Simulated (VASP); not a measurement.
# AgBr (Fm-3m) in VASP: a series of runs

AgBr is run at these levels: PBE; tasks: electric field gradients.

Everything below comes from runs of VASP 6.6.1. Logs are shortened: lines on timing, memory, paths and dates and some standing lists are left out, and cuts for length are marked.

## Step 1: The cell of the first run

The structure is cubic, space group Fm-3m (No. 225). The conventional cell has a = 4.972 Å, b = 4.972 Å, c = 4.972 Å, α = 90.00°, β = 90.00°, γ = 90.00°. Within 3.3 Å of Ag (site symmetry m-3m) lie 6 Br at 2.49 Å. Br (site symmetry m-3m) has 6 Ag at 2.49 Å within 3.3 Å.

## Step 2: Electric field gradients, PBE (15.37 Å³/atom)

INCAR

```
SYSTEM = AgBr
PREC = Accurate
ENCUT = 400
EDIFF = 1E-8
ISMEAR = -1
SIGMA = 0.03
LREAL = .FALSE.
LASPH = .TRUE.
NELM = 120
ALGO = Normal
ISIF = 2
LWAVE = .FALSE.
LCHARG = .FALSE.
GGA = PE
LEFG = .TRUE.
NBANDS = 16
GGA_COMPAT = .FALSE.
```

KPOINTS

```
regular mesh
0
G
  9 9 9
  0 0 0
```

POSCAR

```
AgBr
1.0
    0.0000000000      2.4862361682      2.4862361682
    2.4862361682      0.0000000000      2.4862361682
    2.4862361682      2.4862361682      0.0000000000
Ag Br
1 1
Direct
    0.0000000000      0.0000000000      0.0000000000
    0.5000000000      0.5000000000      0.5000000000
```

Potentials or basis: VASP PAW PBE potentials, release 64 (Ag, Br).

Command:

```
> cat potpaw_PBE.64/Ag/POTCAR potpaw_PBE.64/Br/POTCAR > POTCAR
> mpirun -np 1 vasp_std > vasp.out
```

OUTCAR:

```text
SYSTEM = AgBr
   PREC = Accurate
   ENCUT = 400
   EDIFF = 1E-8
   ISMEAR = -1
   LREAL = .FALSE.
   LASPH = .TRUE.
   NELM = 120
   ISIF = 2
   GGA = PE

 ion  position               nearest neighbor table
   1  0.000  0.000  0.000-   2 2.49   2 2.49   2 2.49   2 2.49   2 2.49   2 2.49
   2  0.500  0.500  0.500-   1 2.49   1 2.49   1 2.49   1 2.49   1 2.49   1 2.49

  LATTYP: Found a face centered cubic cell.
 ALAT       =     4.9724723364

  Lattice vectors:

 A1 = (   0.0000000000,   2.4862361682,   2.4862361682)
 A2 = (   2.4862361682,   0.0000000000,   2.4862361682)
 A3 = (   2.4862361682,   2.4862361682,   0.0000000000)

Analysis of symmetry for initial positions (statically):
=====================================================================
 Subroutine PRICEL returns:
 Original cell was already a primitive cell.

 Routine SETGRP: Setting up the symmetry group for a
 face centered cubic supercell.

 Subroutine GETGRP returns: Found 48 space group operations
 (whereof 48 operations were pure point group operations)
 out of a pool of 48 trial point group operations.

The static configuration has the point symmetry O_h .

Analysis of symmetry for dynamics (positions and initial velocities):
=====================================================================
 Subroutine PRICEL returns:
 Original cell was already a primitive cell.

 Routine SETGRP: Setting up the symmetry group for a
 face centered cubic supercell.

 Subroutine GETGRP returns: Found 48 space group operations
 (whereof 48 operations were pure point group operations)
 out of a pool of 48 trial point group operations.

The dynamic configuration has the point symmetry O_h .

 Subroutine INISYM returns: Found 48 space group operations
 (whereof 48 operations are pure point group operations),
 and found     1 'primitive' translations

----------------------------------------------------------------------------------------

                                     Primitive cell

  volume of cell :      30.7367

  direct lattice vectors                    reciprocal lattice vectors
     0.000000000  2.486236168  2.486236168    -0.201107202  0.201107202  0.201107202
     2.486236168  0.000000000  2.486236168     0.201107202 -0.201107202  0.201107202
     2.486236168  2.486236168  0.000000000     0.201107202  0.201107202 -0.201107202

  length of vectors
     3.516068908  3.516068908  3.516068908     0.348327892  0.348327892  0.348327892

  position of ions in fractional coordinates (direct lattice)
     0.000000000  0.000000000  0.000000000
     0.500000000  0.500000000  0.500000000

  ion indices of the primitive-cell ions
   primitive index   ion index
                 1           1
                 2           2

----------------------------------------------------------------------------------------

 KPOINTS: regular mesh

Automatic generation of k-mesh.
 Grid dimensions read from file:
 generate k-points for:    9    9    9

 Generating k-lattice:

  Cartesian coordinates                     Fractional coordinates (reciprocal lattice)
    -0.022345245  0.022345245  0.022345245     0.111111111  0.000000000  0.000000000
     0.022345245 -0.022345245  0.022345245     0.000000000  0.111111111  0.000000000
     0.022345245  0.022345245 -0.022345245     0.000000000  0.000000000  0.111111111

  Length of vectors
     0.038703099  0.038703099  0.038703099

  Shift w.r.t. Gamma in fractional coordinates (k-lattice)
     0.000000000  0.000000000  0.000000000

 Subroutine IBZKPT returns following result:
 ===========================================

 Found     35 irreducible k-points:

 Following reciprocal coordinates:
            Coordinates               Weight
  0.000000  0.000000  0.000000      1.000000
  0.111111  0.000000  0.000000      8.000000
  0.222222  0.000000  0.000000      8.000000
  0.333333  0.000000  0.000000      8.000000
  0.444444  0.000000  0.000000      8.000000
  0.111111  0.111111  0.000000      6.000000
[... 16 lines left out ...]
 -0.333333  0.333333  0.000000     12.000000
  0.444444  0.444444  0.000000      6.000000
 [... further k-points ...]
   k-points           NKPTS =     35   k-points in BZ     NKDIM =     35   number of bands    NBANDS=     16
   number of dos      NEDOS =    301   number of ions     NIONS =      2
   total plane-waves  NPLWV =  13824
   dimension x,y,z NGX =    24 NGY =   24 NGZ =   24
   dimension x,y,z NGXF=    48 NGYF=   48 NGZF=   48
   ions per type =               1   1
   NGX,Y,Z   is equivalent  to a cutoff of  11.35, 11.35, 11.35 a.u.
   NGXF,Y,Z  is equivalent  to a cutoff of  22.70, 22.70, 22.70 a.u.
 SYSTEM =  AgBr
   PREC   = accura    normal or accurate (medium, high low for compatibility)
   ISTART =      0    job   : 0-new  1-cont  2-samecut
   ICHARG =      2    charge: 1-file 2-atom 10-const
   ISPIN  =      1    spin polarized calculation?
   LNONCOLLINEAR =      F non collinear calculations
   LSORBIT =      F    spin-orbit coupling
   LASPH  =      T    aspherical Exc in radial PAW
   ENCUT  =  400.0 eV  29.40 Ry    5.42 a.u.   5.73  5.73  5.73*2*pi/ulx,y,z
   NELM   =    120;   NELMIN=  2; NELMDL= -5     # of ELM steps
   EDIFF  = 0.1E-07   stopping-criterion for ELM
   LREAL  =      F    real-space projection
   EDIFFG = 0.1E-06   stopping-criterion for IOM
   NSW    =      0    number of steps for IOM
   IBRION =     -1    ionic relax: 0-MD 1-quasi-New 2-CG
   NFREE  =      0    steps in history (QN), initial steepest desc. (CG)
   ISIF   =      2    stress and relaxation
   ISYM   =      2    0-nonsym 1-usesym 2-fastsym
   POTIM  = 0.5000    time-step for ionic-motion
   TEBEG  =    0.0;   TEEND  =   0.0 temperature during run
   PSTRESS=    0.0 pullay stress
   NELECT =      18.0000    total number of electrons
   NUPDOWN=      -1.0000    fix difference up-down
   EMIN   =  10.00;   EMAX   =-10.00  energy-range for DOS
   EFERMI =   0.00;   METHOD = LEGACY
   ISMEAR =    -1;   SIGMA  =   0.03  broadening in eV -4-tet -1-fermi 0-gaus
   EFERMI_NEDOS =   21; number of points for ismear=-14 and -15
   IALGO  =     38    algorithm
   IMIX   =      4    mixing-type and parameters
     AMIX     =   0.40;   BMIX     =  1.00
     AMIX_MAG =   1.60;   BMIX_MAG =  1.00
  volume/ion in A,a.u.               =      15.37       103.71
  Fermi-wavevector in a.u.,A,eV,Ry     =   1.369662  2.588285 25.524162  1.875973
  Thomas-Fermi vector in A             =   2.495517
   LORBIT       =      0    0 simple, 1 ext, 2 COOP (PROOUT), +10 PAW based schemes
   GGA     = PE    functional components
   LHFCALC =     F    Hartree Fock is set to
   AEXX    =    0.0000 exact exchange contribution
   IVDW    =     0    specifies the selected vdW correction
   LEPSILON=     F    determine dielectric tensor
   LRPA    =     F    only Hartree local field effects (RPA)
 non-spin polarized calculation
  energy-cutoff  :      400.00
  volume of cell :       30.74
 maximum number of plane-waves:       568
   NGX = 11   NGY = 11   NGZ = 11

 number of electron      17.9999992 magnetization

 Free energy of the ion-electron system (eV)
  ---------------------------------------------------
  ext. energy  EPLUGINS =         0.00000000
  ---------------------------------------------------
  free energy    TOTEN  =        -2.55611119 eV

  energy without entropy =       -2.55611062  energy(sigma->0) =       -2.55611090

 E-fermi :  10.6477     XC(G=0): -12.2003

 val. band max:       10.3102326088   @ k =   0.4444   0.0000   0.0000
 cond. band min:      10.9455221188   @ k =   0.4444   0.4444   0.0000
 fundamental gap:      0.6352895100
 Fermi energy:        10.6476724023

 k-point     1 :       0.0000    0.0000    0.0000
  band No.  band energies     occupation
      1      -8.5613      2.00000
      2       4.7089      2.00000
      3       4.7089      2.00000
      4       4.7089      2.00000
      5       4.7588      2.00000
      6       4.7588      2.00000
[... 8 lines left out ...]
     15      24.0034      0.00000
     16      24.0034      0.00000

 k-point     2 :       0.1111    0.0000    0.0000
  band No.  band energies     occupation
      1      -8.4259      2.00000
      2       4.2047      2.00000
      3       4.2047      2.00000
      4       4.2812      2.00000
      5       4.8036      2.00000
      6       4.8036      2.00000
[... 8 lines left out ...]
     15      22.3439      0.00000
     16      22.3439      0.00000

 k-point     3 :       0.2222    0.0000    0.0000
  band No.  band energies     occupation
      1      -8.0535      2.00000
      2       2.9663      2.00000
      3       3.4041      2.00000
      4       3.4041      2.00000
      5       5.0371      2.00000
      6       5.0371      2.00000
[... 8 lines left out ...]
     15      21.9415      0.00000
     16      22.0129      0.00000

 k-point     4 :       0.3333    0.0000    0.0000
  band No.  band energies     occupation
      1      -7.5611      2.00000
      2       1.5408      2.00000
      3       2.8002      2.00000
      4       2.8002      2.00000
      5       5.3239      2.00000
      6       5.3239      2.00000
[... 8 lines left out ...]
     15      22.6074      0.00000
     16      22.6074      0.00000

 k-point     5 :       0.4444    0.0000    0.0000
  band No.  band energies     occupation
      1      -7.1815      2.00000
      2       0.6444      2.00000
      3       2.4842      2.00000
      4       2.4842      2.00000
      5       5.5252      2.00000
      6       5.5252      2.00000
[... 8 lines left out ...]
     15      23.4553      0.00000
     16      23.4553      0.00000

 k-point     6 :       0.1111    0.1111    0.0000
  band No.  band energies     occupation
      1      -8.3850      2.00000
      2       3.6034      2.00000
      3       4.5443      2.00000
      4       4.5443      2.00000
      5       4.6109      2.00000
      6       4.8055      2.00000
[... 8 lines left out ...]
     15      22.1928      0.00000
     16      24.8800      0.00000
[... 267 lines left out ...]
 k-point    21 :       0.4444    0.3333    0.0000
  band No.  band energies     occupation
      1      -7.2962      2.00000
      2       1.7919      2.00000
      3       3.5037      2.00000
      4       3.9229      2.00000
      5       4.7446      2.00000
      6       5.5585      2.00000
[... 8 lines left out ...]
     15      26.3495      0.00000
     16      27.1677      0.00000

 k-point    22 :      -0.4444    0.3333    0.0000
  band No.  band energies     occupation
      1      -7.1298      2.00000
      2       2.0115      2.00000
      3       2.6183      2.00000
      4       3.2737      2.00000
      5       5.0882      2.00000
      6       5.7022      2.00000
[... 8 lines left out ...]
     15      23.9498      0.00000
     16      27.8603      0.00000

 k-point    23 :      -0.3333    0.3333    0.0000
  band No.  band energies     occupation
      1      -7.0780      2.00000
      2       1.6787      2.00000
      3       2.4627      2.00000
      4       2.8157      2.00000
      5       5.4202      2.00000
      6       5.5785      2.00000
[... 8 lines left out ...]
     15      23.0941      0.00000
     16      29.1735      0.00000

 k-point    24 :       0.4444    0.4444    0.0000
  band No.  band energies     occupation
      1      -7.2511      2.00000
      2       1.9854      2.00000
      3       3.9458      2.00000
      4       4.7056      2.00000
      5       4.7056      2.00000
      6       5.1591      2.00000
[... 8 lines left out ...]
     15      26.6782      0.00000
     16      26.6782      0.00000

 [... further k-points ...]

------------------------ aborting loop because EDIFF is reached ----------------------------------------

  FORCE on cell =-STRESS in cart. coord.  units (eV):
  Direction    XX          YY          ZZ          XY          YZ          ZX
  --------------------------------------------------------------------------------------
  -------------------------------------------------------------------------------------
  Total       12.9096117     12.9096117     12.9096117      0.0000000      0.0000000     -0.0000000
  in kB      672.9249451    672.9249451    672.9249451      0.0000000      0.0000000     -0.0000000
  external PRESSURE =     672.9249451 kB  Pullay stress =       0.0000000 kB

 VOLUME and BASIS-vectors are now :
 -----------------------------------------------------------------------------
  energy-cutoff  :      400.00
  volume of cell :       30.74
      direct lattice vectors                 reciprocal lattice vectors
     0.000000000  2.486236168  2.486236168    -0.201107202  0.201107202  0.201107202
     2.486236168  0.000000000  2.486236168     0.201107202 -0.201107202  0.201107202
     2.486236168  2.486236168  0.000000000     0.201107202  0.201107202 -0.201107202

 POSITION                                       TOTAL-FORCE (eV/Angst)
 -----------------------------------------------------------------------------------
      0.00000      0.00000      0.00000        -0.000000      0.000000      0.000000
      2.48624      2.48624      2.48624         0.000000     -0.000000     -0.000000
 -----------------------------------------------------------------------------------
    total drift:                                0.000000     -0.000000     -0.000000

  FREE ENERGIE OF THE ION-ELECTRON SYSTEM (eV)
  ---------------------------------------------------
  free  energy   TOTEN  =        -2.5561111872 eV

  energy  without entropy=       -2.5561106187  energy(sigma->0) =       -2.55611090

 Electric field gradients (V/A^2)
---------------------------------------------------------------------
 ion       V_xx      V_yy      V_zz      V_xy      V_xz      V_yz
---------------------------------------------------------------------
   1      -0.000     0.000     0.000    -0.001    -0.001    -0.001
   2       0.000     0.000    -0.000     0.000     0.000     0.000
---------------------------------------------------------------------

 Electric field gradients after diagonalization (V/A^2)
 (convention: |V_zz| > |V_xx| > |V_yy|)
----------------------------------------------------------------------
 ion       V_xx      V_yy      V_zz     asymmetry (V_yy - V_xx)/ V_zz
----------------------------------------------------------------------
   1       0.001     0.001    -0.001       0.000
   2      -0.000    -0.000     0.001       0.000
----------------------------------------------------------------------

           NMR quadrupolar parameters

 Cq : quadrupolar parameter    Cq=e*Q*V_zz/h
 eta: asymmetry parameters     (V_yy - V_xx)/ V_zz
 Q  : nuclear electric quadrupole moment in mb (millibarn)
----------------------------------------------------------------------
 ion       Cq(MHz)       eta       Q (mb)
----------------------------------------------------------------------
   1      -0.000       0.000       1.000
   2       0.000       0.000       1.000
----------------------------------------------------------------------
```

Wall time 15 s (1 thread of Intel Xeon 8259CL, shared host); peak memory 0.14 GiB.

Results:

```
Free energy                             : -2.5561 eV
Pressure                                : 67.3 GPa
Band gap on the k mesh                  : 0.64 eV (least direct gap 2.22 eV)
Largest electric field gradient by atom : zero within the noise of the run
```

Caveat: the cell stands under pressure; an odd mesh through Γ misses points on the zone boundary, where band edges can lie.

[end of part 1 of 3]
